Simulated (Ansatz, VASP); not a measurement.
Two plane-wave programs on SnO2

```
Sn O
1.0
     4.68842    0.00000    0.00000
     0.00000    4.68866    0.00000
     0.00000    0.00000    3.10469
Sn O
2 4
Direct
  0.50000 0.50000 0.50000
  0.00000 0.00000 0.00000
  0.30586 0.30596 0.00000
  0.80586 0.19404 0.50000
  0.19414 0.80596 0.50000
  0.69414 0.69404 0.00000
```

Change from the starting cell: strain -0.015 along x and y, -0.030 along z, atoms carried along.

Alike in both runs: task single point; functional r2SCAN; k mesh 6 × 6 × 8; occupations gaussian, width 0.05 eV; no spin polarisation.

|  | VASP | Ansatz |
| --- | --- | --- |
| version | VASP 6.6.1 | Ansatz 0.2.0 |
| potentials or method | VASP PAW PBE potentials, release 64 (Sn_d, O), cutoff 520 eV | scalar-relativistic, plane waves, PAW |
| valence electrons in the cell | 52 | 52 |

```csv
,VASP,Ansatz,Ansatz less VASP
gap on the k mesh at the Fermi level (eV),2.60,2.57,-0.034
least direct gap on the mesh (eV),2.60,2.57,-0.034
pressure (GPa),17.4,15.9,-1.45
"traceless stress, the component that is largest in VASP (GPa)",6.26,5.73,-0.529
rms of the force components (eV/Å),0.180,0.159,-0.0213
```

VASP's potentials were made for PBE, not for r2SCAN. Atom by atom the forces differ by 0.021 eV/Å (rms over components). With one functional, cell and mesh, what is left measures potentials, basis and numerics.
